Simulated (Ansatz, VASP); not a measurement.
Two plane-wave programs on In

File INCAR:

```
SYSTEM = In
PREC = Accurate
ENCUT = 520
EDIFF = 1E-7
ISMEAR = 0
SIGMA = 0.15
LREAL = .False.
LASPH = .True.
NELM = 80
ALGO = Fast
ISIF = 2
LWAVE = .False.
LCHARG = .False.
GGA = PS
NBANDS = 12
```

File KPOINTS:

```
regular mesh
0
Gamma
  18 18 18
  0 0 0
```

File POSCAR:

```
In
1.0
   -1.9390009972      1.9390009972      1.8260494828
    1.9390009972     -1.9390009972      1.8260494828
    1.9390009972      1.9390009972     -1.8260494828
In
1
Direct
    0.0000000000      0.0000000000      0.0000000000
```

Input for Ansatz:

```yaml
crystal:
  lattice:
    - [-1.9390009972, 1.9390009972, 1.8260494828]
    - [1.9390009972, -1.9390009972, 1.8260494828]
    - [1.9390009972, 1.9390009972, -1.8260494828]
  atoms:
    - { symbol: In, position: [0.0, 0.0, 0.0] }
basis:
  ecutwfc: 420
kpoints:
  mp_grid: { grid: [18, 18, 18] }
hamiltonian:
  xc: pbesol
scf:
  occupations: { method: gaussian, width: 0.15 }
output:
  forces: true
  stress: true
  eigenvalues: true
```

Change from the starting cell: strain +0.030 along x and y, -0.030 along z, atoms carried along.

Alike in both runs: task single point; functional PBEsol; k mesh 18 × 18 × 18; occupations gaussian, width 0.15 eV; no spin polarisation.

```csv
,VASP,Ansatz
version,VASP 6.6.1,Ansatz 0.2.0
potentials or method,"VASP PAW PBE potentials, release 64 (In_d), cutoff 520 eV","scalar-relativistic, plane waves, PAW"
valence electrons in the cell,13,13
```

|  | VASP | Ansatz | Ansatz less VASP |
| --- | --- | --- | --- |
| gap on the k mesh at the Fermi level (eV) | none | none | - |
| pressure (GPa) | -2.3 | -2.3 | 0.00 |

VASP's potentials were made for PBE, not for PBEsol. A gap of «none» marks a metal or a gap that the smearing closes. With one functional, cell and mesh, what is left measures potentials, basis and numerics.
